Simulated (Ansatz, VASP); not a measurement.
**In in VASP and in Ansatz**

The input INCAR:

```
PREC     = Accurate       # precision mode
ENCUT    = 520            # plane-wave cutoff, eV
EDIFF    = 1E-6           # SCF threshold, eV
ISMEAR   = 1              # smearing method
SIGMA    = 1.0            # smearing width, eV
LREAL    = F              # projectors in reciprocal space
LASPH    = T              # aspherical terms in the spheres
NELM     = 60             # most SCF steps
ALGO     = Normal         # electronic algorithm
ISIF     = 2              # what is computed and relaxed
LWAVE    = F              # write WAVECAR
LCHARG   = T              # write CHGCAR
GGA      = PE             # functional
LELF     = T              # ELF
LVHAR    = T            
NBANDS   = 12             # bands
```

The input KPOINTS:

```
regular mesh
0
Gamma
  11 11 14
```

File POSCAR:

```
In
1.0
   -1.6482197047      1.6973406184      2.5249789927
    1.6973406184     -1.6482197047      2.5249789927
    1.6043570008      1.6043570008     -2.4927016059
In
1
Direct
    0.0000000000      0.0000000000      0.0000000000
```

Input for Ansatz:

```yaml
crystal:
  lattice:
    - [-1.6482197047, 1.6973406184, 2.5249789927]
    - [1.6973406184, -1.6482197047, 2.5249789927]
    - [1.6043570008, 1.6043570008, -2.4927016059]
  atoms:
    - { symbol: In, position: [0.0, 0.0, 0.0] }
hamiltonian:
  xc: pbe
  pseudopotentials:
    kind: paw
    azcp:
      In: "pseudopotentials/In.paw.azcp"
basis:
  ecutwfc: 420
  fft_grid_basis: typed
kpoints:
  mp_grid: { grid: [11, 11, 14], shift: [0, 0, 0] }
magnetization:
  spin_polarized: false
scf:
  occupations: { method: cold, width: 1.0 }
  lower_state_search: "off"
output:
  stress: true
```

Alike in both runs: task single point; functional PBE; k mesh 11 × 11 × 14; no spin polarisation.

|  | VASP | Ansatz |
| --- | --- | --- |
| version | VASP 6.6.1 | Ansatz 0.2.0 |
| potentials or method | VASP PAW PBE potentials, release 64 (In_d), cutoff 520 eV | plane waves (420 eV) with PAW, scalar-relativistic |
| occupations | methfessel-paxton of order 1, width 1 eV | cold, width 1 eV |
| valence electrons in the cell | 13 | 13 |

|  | VASP | Ansatz | Ansatz less VASP |
| --- | --- | --- | --- |
| pressure (GPa) | 0.0 | 0.1 | +0.10 |
| traceless stress, the component that is largest in VASP (GPa) | -0.14 | -0.14 | +0.002 |
